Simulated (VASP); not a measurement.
# GaCuSe2 (R-3m) in VASP: single point with r2SCAN+rVV10

Aim: the single point of GaCuSe2 with r2SCAN+rVV10.

Everything below comes from runs of VASP 6.6.1. Logs are shortened: lines on timing, memory, paths and dates and some standing lists are left out, and cuts for length are marked.

## Step 1: The cell of the first run

It takes space group R-3m (No. 166, trigonal). Conventional cell: a = 3.701 Å, b = 3.701 Å, c = 18.134 Å, α = 90.00°, β = 90.00°, γ = 120.00°. Cu (site symmetry -3m) has 6 Se at 2.60 Å within 3.4 Å. Within 3.5 Å of Ga (site symmetry -3m) lie 6 Se at 2.63 Å. Se (site symmetry 3m) has 3 Cu at 2.60 Å and 3 Ga at 2.63 Å within 3.4 Å.

## Step 2: Single point, r2SCAN+rVV10

The input, POSCAR:

```
GaCuSe2
1.0
    1.8504271643      1.0683446215      6.0446874632
   -1.8504271643      1.0683446215      6.0446874632
    0.0000000000     -2.1366892429      6.0446874632
Cu Ga Se
1 1 2
Direct
    1.0000000000      0.0000000000      0.0000000000
    0.5000000000      0.5000000000      0.5000000000
    0.2516510726      0.2516510726      0.2516510726
    0.7483489274      0.7483489274      0.7483489274
```

The input, INCAR.step1:

```
SYSTEM = GaCuSe2
ALGO     = Normal         ! electronic algorithm
EDIFF    = 1E-4           ! SCF threshold, eV
ENCUT    = 520            ! plane-wave cutoff, eV
GGA      = PE             ! functional
ISMEAR   = -1             ! smearing method
LASPH    = .TRUE.         ! aspherical terms in the spheres
LCHARG   = .FALSE.        ! write CHGCAR
LREAL    = .FALSE.        ! projectors in reciprocal space
LWAVE    = .TRUE.         ! write WAVECAR
NBANDS   = 26             ! bands
NELM     = 80             ! most SCF steps
PREC     = Accurate       ! precision mode
SIGMA    = 0.03           ! smearing width, eV
```

The input, INCAR.step2:

```
SYSTEM = GaCuSe2
ALGO     = Normal         ! electronic algorithm
BPARAM   = 11.95        
CPARAM   = 0.0093       
EDIFF    = 1E-7           ! SCF threshold, eV
ENCUT    = 520            ! plane-wave cutoff, eV
ISIF     = 2              ! what is computed and relaxed
ISMEAR   = -1             ! smearing method
ISTART   = 1            
IVDW_NL  = 2            
LASPH    = .TRUE.         ! aspherical terms in the spheres
LCHARG   = .FALSE.        ! write CHGCAR
LMIXTAU  = .TRUE.       
LREAL    = .FALSE.        ! projectors in reciprocal space
LUSE_VDW = .TRUE.       
LWAVE    = .FALSE.        ! write WAVECAR
METAGGA  = R2SCAN         ! meta-GGA
NBANDS   = 26             ! bands
NELM     = 80             ! most SCF steps
PREC     = Accurate       ! precision mode
SIGMA    = 0.03           ! smearing width, eV
```

The input, KPOINTS:

```
k-points
0
G
  10 10 10
  0 0 0
```

Potentials or basis: VASP PAW PBE potentials, release 64 (Cu, Ga_d, Se).

Run with:

```sh
$ cat potpaw_PBE.64/Cu/POTCAR potpaw_PBE.64/Ga_d/POTCAR potpaw_PBE.64/Se/POTCAR > POTCAR
$ cp INCAR.step1 INCAR
$ mpirun -np 1 vasp_std > vasp.out
$ cp INCAR.step2 INCAR
$ mpirun -np 1 vasp_std > vasp.out
```

OUTCAR:

```text
SYSTEM = GaCuSe2
   BPARAM = 11.95
   EDIFF = 1E-7
   ENCUT = 520
   ISIF = 2
   ISMEAR = -1
   ISTART = 1
   IVDW_NL = 2
   LASPH = .TRUE.
   LREAL = .FALSE.
   METAGGA = R2SCAN
   NELM = 80
   PREC = Accurate

 ion  position               nearest neighbor table
   1  0.000  0.000  0.000-   4 2.60   4 2.60   3 2.60   3 2.60   4 2.60   3 2.60
   2  0.500  0.500  0.500-   3 2.63   3 2.63   4 2.63   4 2.63   3 2.63   4 2.63
   3  0.252  0.252  0.252-   1 2.60   1 2.60   1 2.60   2 2.63   2 2.63   2 2.63
   4  0.748  0.748  0.748-   1 2.60   1 2.60   1 2.60   2 2.63   2 2.63   2 2.63

  LATTYP: Found a trigonal (rhomboedric) cell.
 ALAT       =     6.4112157543
 COS(alpha) =     0.8333930164

  Lattice vectors:

 A1 = (   1.8504271643,   1.0683446215,   6.0446874632)
 A2 = (  -1.8504271643,   1.0683446215,   6.0446874632)
 A3 = (   0.0000000000,  -2.1366892429,   6.0446874632)

Analysis of symmetry for initial positions (statically):
=====================================================================
 Subroutine PRICEL returns:
 Original cell was already a primitive cell.

 Routine SETGRP: Setting up the symmetry group for a
 trigonal (rhombohedral) supercell.

 Subroutine GETGRP returns: Found 12 space group operations
 (whereof 12 operations were pure point group operations)
 out of a pool of 12 trial point group operations.

The static configuration has the point symmetry D_3d.

Analysis of symmetry for dynamics (positions and initial velocities):
=====================================================================
 Subroutine PRICEL returns:
 Original cell was already a primitive cell.

 Routine SETGRP: Setting up the symmetry group for a
 trigonal (rhombohedral) supercell.

 Subroutine GETGRP returns: Found 12 space group operations
 (whereof 12 operations were pure point group operations)
 out of a pool of 12 trial point group operations.

The dynamic configuration has the point symmetry D_3d.

 Subroutine INISYM returns: Found 12 space group operations
 (whereof 12 operations are pure point group operations),
 and found     1 'primitive' translations

----------------------------------------------------------------------------------------

                                     Primitive cell

  volume of cell :      71.6982

  direct lattice vectors                    reciprocal lattice vectors
     1.850427164  1.068344622  6.044687463     0.270207879  0.156004592  0.055144842
    -1.850427164  1.068344622  6.044687463    -0.270207879  0.156004592  0.055144842
     0.000000000 -2.136689243  6.044687463     0.000000000 -0.312009184  0.055144842

  length of vectors
     6.411215754  6.411215754  6.411215754     0.316844890  0.316844890  0.316844890

  position of ions in fractional coordinates (direct lattice)
     0.000000000  0.000000000  0.000000000
     0.500000000  0.500000000  0.500000000
     0.251651073  0.251651073  0.251651073
     0.748348927  0.748348927  0.748348927

  ion indices of the primitive-cell ions
   primitive index   ion index
                 1           1
                 2           2
                 3           3
                 4           4

----------------------------------------------------------------------------------------

 KPOINTS: k-points

Automatic generation of k-mesh.
 Grid dimensions read from file:
 generate k-points for:   10   10   10

 Generating k-lattice:

  Cartesian coordinates                     Fractional coordinates (reciprocal lattice)
     0.027020788  0.015600459  0.005514484     0.100000000  0.000000000  0.000000000
    -0.027020788  0.015600459  0.005514484     0.000000000  0.100000000  0.000000000
     0.000000000 -0.031200918  0.005514484     0.000000000  0.000000000  0.100000000

  Length of vectors
     0.031684489  0.031684489  0.031684489

  Shift w.r.t. Gamma in fractional coordinates (k-lattice)
     0.000000000  0.000000000  0.000000000

 Subroutine IBZKPT returns following result:
 ===========================================

 Found    116 irreducible k-points:

 Following reciprocal coordinates:
            Coordinates               Weight
  0.000000  0.000000  0.000000      1.000000
  0.100000 -0.000000 -0.000000      6.000000
  0.200000 -0.000000 -0.000000      6.000000
  0.300000 -0.000000 -0.000000      6.000000
  0.400000  0.000000  0.000000      6.000000
  0.500000 -0.000000 -0.000000      3.000000
[... 16 lines left out ...]
  0.300000  0.300000 -0.000000      6.000000
  0.400000  0.300000 -0.000000     12.000000
 [... further k-points ...]
   k-points           NKPTS =    116   k-points in BZ     NKDIM =    116   number of bands    NBANDS=     26
   number of dos      NEDOS =    301   number of ions     NIONS =      4
   total plane-waves  NPLWV = 110592
   dimension x,y,z NGX =    48 NGY =   48 NGZ =   48
   dimension x,y,z NGXF=    96 NGYF=   96 NGZF=   96
   ions per type =               1   1   2
   NGX,Y,Z   is equivalent  to a cutoff of  12.45, 12.45, 12.45 a.u.
   NGXF,Y,Z  is equivalent  to a cutoff of  24.89, 24.89, 24.89 a.u.
 SYSTEM =  GaCuSe2
   PREC   = accura    normal or accurate (medium, high low for compatibility)
   ISTART =      1    job   : 0-new  1-cont  2-samecut
   ICHARG =      0    charge: 1-file 2-atom 10-const
   ISPIN  =      1    spin polarized calculation?
   LNONCOLLINEAR =      F non collinear calculations
   LSORBIT =      F    spin-orbit coupling
   LASPH  =      T    aspherical Exc in radial PAW
   ENCUT  =  520.0 eV  38.22 Ry    6.18 a.u.  11.92 11.92 11.92*2*pi/ulx,y,z
   NELM   =     80;   NELMIN=  2; NELMDL=  0     # of ELM steps
   EDIFF  = 0.1E-06   stopping-criterion for ELM
   LREAL  =      F    real-space projection
   EDIFFG = 0.1E-05   stopping-criterion for IOM
   NSW    =      0    number of steps for IOM
   IBRION =     -1    ionic relax: 0-MD 1-quasi-New 2-CG
   NFREE  =      0    steps in history (QN), initial steepest desc. (CG)
   ISIF   =      2    stress and relaxation
   ISYM   =      2    0-nonsym 1-usesym 2-fastsym
   POTIM  = 0.5000    time-step for ionic-motion
   TEBEG  =    0.0;   TEEND  =   0.0 temperature during run
   PSTRESS=    0.0 pullay stress
   NELECT =      36.0000    total number of electrons
   NUPDOWN=      -1.0000    fix difference up-down
   EMIN   =  10.00;   EMAX   =-10.00  energy-range for DOS
   EFERMI =   0.00;   METHOD = LEGACY
   ISMEAR =    -1;   SIGMA  =   0.03  broadening in eV -4-tet -1-fermi 0-gaus
   EFERMI_NEDOS =   21; number of points for ismear=-14 and -15
   IALGO  =     38    algorithm
   IMIX   =      4    mixing-type and parameters
     AMIX     =   0.40;   BMIX     =  1.00
     AMIX_MAG =   1.60;   BMIX_MAG =  1.00
  volume/ion in A,a.u.               =      17.92       120.96
  Fermi-wavevector in a.u.,A,eV,Ry     =   1.301186  2.458886 23.035834  1.693086
  Thomas-Fermi vector in A             =   2.432336
   LORBIT       =      0    0 simple, 1 ext, 2 COOP (PROOUT), +10 PAW based schemes
   METAGGA = R2SCAN    functional components
   LHFCALC =     F    Hartree Fock is set to
   AEXX    =    0.0000 exact exchange contribution
   IVDW_NL    =     2    kernel type
   BPARAM     =11.9500
   IVDW    =     0    specifies the selected vdW correction
   LEPSILON=     F    determine dielectric tensor
   LRPA    =     F    only Hartree local field effects (RPA)
 non-spin polarized calculation
  energy-cutoff  :      520.00
  volume of cell :       71.70
 maximum number of plane-waves:      1944
   NGX = 23   NGY = 23   NGZ = 23

 number of electron      36.0000003 magnetization

 Free energy of the ion-electron system (eV)
  ---------------------------------------------------
  ext. energy  EPLUGINS =         0.00000000
  ---------------------------------------------------
  free energy    TOTEN  =       -51.23110874 eV

  energy without entropy =      -51.22491178  energy(sigma->0) =      -51.22801026

 E-fermi :   5.5021     XC(G=0): -11.5630

 val. band max:        5.4977788415   @ k =   0.0000   0.0000   0.0000
 cond. band min:       5.5038891012   @ k =   0.5000   0.3000   0.3000
 fundamental gap:      0.0061102598
 Fermi energy:         5.5020661176

 k-point     1 :       0.0000    0.0000    0.0000
  band No.  band energies     occupation
      1     -10.0390      2.00000
      2     -10.0390      2.00000
      3      -9.9933      2.00000
      4      -9.9684      2.00000
      5      -9.9684      2.00000
      6      -9.9494      2.00000
[... 18 lines left out ...]
     25      14.0982      0.00000
     26      14.1068      0.00000

 k-point     2 :       0.1000   -0.0000   -0.0000
  band No.  band energies     occupation
      1     -10.0671      2.00000
      2     -10.0364      2.00000
      3      -9.9868      2.00000
      4      -9.9720      2.00000
      5      -9.9673      2.00000
      6      -9.8404      2.00000
[... 18 lines left out ...]
     25      13.9761      0.00000
     26      14.2406      0.00000

 k-point     3 :       0.2000   -0.0000   -0.0000
  band No.  band energies     occupation
      1     -10.1373      2.00000
      2     -10.0309      2.00000
      3      -9.9830      2.00000
      4      -9.9731      2.00000
      5      -9.9629      2.00000
      6      -9.5121      2.00000
[... 18 lines left out ...]
     25      14.0831      0.00000
     26      14.5269      0.00000

 k-point     4 :       0.3000   -0.0000   -0.0000
  band No.  band energies     occupation
      1     -10.2106      2.00000
      2     -10.0268      2.00000
      3      -9.9882      2.00000
      4      -9.9643      2.00000
      5      -9.9546      2.00000
      6      -9.0142      2.00000
[... 18 lines left out ...]
     25      14.1638      0.00000
     26      14.9159      0.00000
[... 496 lines left out ...]
      1     -10.1972      2.00000
      2     -10.0712      2.00000
      3      -9.9806      2.00000
      4      -9.9693      2.00000
      5      -9.9520      2.00000
      6      -8.7827      2.00000
[... 18 lines left out ...]
     25      13.9625      0.00000
     26      14.2853      0.00000

 k-point    23 :       0.3000    0.3000   -0.0000
  band No.  band energies     occupation
      1     -10.2017      2.00000
      2     -10.0266      2.00000
      3      -9.9882      2.00000
      4      -9.9642      2.00000
      5      -9.9546      2.00000
      6      -8.9914      2.00000
[... 18 lines left out ...]
     25      14.5593      0.00000
     26      14.8988      0.00000

 k-point    24 :       0.4000    0.3000   -0.0000
  band No.  band energies     occupation
      1     -10.2242      2.00000
      2     -10.0452      2.00000
      3      -9.9877      2.00000
      4      -9.9617      2.00000
      5      -9.9501      2.00000
      6      -8.6450      2.00000
[... 18 lines left out ...]
     25      14.0517      0.00000
     26      15.8956      0.00000

 [... further k-points ...]
[... 5 lines left out ...]
  --------------------------------------------------------------------------------------
  -------------------------------------------------------------------------------------
  Total        0.1292386      0.1292386      0.0900626      0.0000000      0.0000000      0.0000000
  in kB        2.8879819      2.8879819      2.0125506      0.0000000      0.0000000      0.0000000
  external PRESSURE =       2.5961715 kB  Pullay stress =       0.0000000 kB

 VOLUME and BASIS-vectors are now :
 -----------------------------------------------------------------------------
  energy-cutoff  :      520.00
  volume of cell :       71.70
      direct lattice vectors                 reciprocal lattice vectors
     1.850427164  1.068344622  6.044687463     0.270207879  0.156004592  0.055144842
    -1.850427164  1.068344622  6.044687463    -0.270207879  0.156004592  0.055144842
     0.000000000 -2.136689243  6.044687463     0.000000000 -0.312009184  0.055144842

 POSITION                                       TOTAL-FORCE (eV/Angst)
 -----------------------------------------------------------------------------------
      0.00000      0.00000      0.00000         0.000000     -0.000000     -0.000000
      0.00000      0.00000      9.06703        -0.000000      0.000000      0.000000
      0.00000      0.00000      4.56346         0.000000     -0.000000     -0.045626
      0.00000      0.00000     13.57061         0.000000      0.000000      0.045626
 -----------------------------------------------------------------------------------
    total drift:                                0.000000      0.000000     -0.000000

  FREE ENERGIE OF THE ION-ELECTRON SYSTEM (eV)
  ---------------------------------------------------
  free  energy   TOTEN  =       -51.2311087421 eV

  energy  without entropy=      -51.2249117830  energy(sigma->0) =      -51.22801026
```

Run time: 33 min. Hardware: 1 thread of Intel Xeon Platinum 8259CL at 2.50GHz (Skylake/Cascade Lake), shared host; peak memory 0.9 GiB.

Results:

| Property | Result |
| --- | --- |
| Free energy | -51.2311 eV |
| Pressure | 0.3 GPa |
| Largest force | 0.046 eV/Å |
| Band gap on the k mesh | zero (bands 18 and 19 overlap by 0.52 eV) |

Forces in eV/Å, atoms in the order of the input:
```
Cu   0.000  0.000  0.000
Ga   0.000  0.000  0.000
Se   0.000  0.000 -0.046
Se   0.000  0.000  0.046
```

Stress tensor (GPa, compression positive):
```
0.29 0.00 0.00
0.00 0.29 0.00
0.00 0.00 0.20
```

Levels at points of the mesh, in eV from the Fermi level:
```tsv
k point	band 15	band 16	band 17	band 18	band 19	band 20	band 21	band 22
(0.00, 0.00, 0.00)	-1.17	-1.17	0.00	0.00	0.68	3.18	4.32	4.32
(0.50, 0.00, 0.00)	-2.12	-2.00	-1.25	-1.21	0.40	2.16	6.21	6.46
(0.50, 0.50, 0.00)	-2.16	-2.11	-1.51	0.04	0.17	3.21	4.46	4.54
(0.50, 0.50, 0.50)	-1.09	-1.09	-0.21	-0.21	2.71	3.52	5.32	5.32
```

Caveat: the PAW data sets were made with another functional, which shifts forces and pressure a little. With open d or f shells a metallic result of r2SCAN can be an artefact of self-interaction; +U or a hybrid may open a gap.
